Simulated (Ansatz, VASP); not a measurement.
**SrIr: VASP beside Ansatz**

```
Sr Ir
1.0
     1.70783    0.98602    4.59277
    -1.70783    0.98602    4.59277
     0.00000   -1.97203    4.59277
Sr Ir
1 1
Direct
  0.50000 0.50000 0.50000
  0.00000 0.00000 0.00000
```

Change from the starting cell: species swapped into the IrRu type (R-3m, No. 166).

Alike in both runs: functional PBE; k mesh 21 × 21 × 21; occupations gaussian, width 0.1 eV; no spin polarisation.

Ansatz relaxed the structure, and its values are those at the end. VASP's run is a single point on that final structure, the one shown.

|  | VASP | Ansatz |
| --- | --- | --- |
| version | VASP 6.6.1 | Ansatz 0.2.0 |
| potentials or method | VASP PAW PBE potentials, release 64 (Sr_sv, Ir), cutoff 520 eV | scalar-relativistic, plane waves, PAW |
| valence electrons in the cell | 19 | 27 |

VASP gave:

- gap on the k mesh at the Fermi level (eV): none
- pressure (GPa): 0.4

Q: What did Ansatz give for the same quantities?

A: gap on the k mesh at the Fermi level (eV): none; pressure (GPa): 0.0.

A gap of «none» marks a metal or a gap that the smearing closes. The functional is the same, so the differences come from potentials, cutoffs and numerics. VASP's potentials hold 19 valence electrons a cell and Ansatz's 27, so a difference there can come from the potentials and not from the codes.

Neither program's run includes spin-orbit coupling.
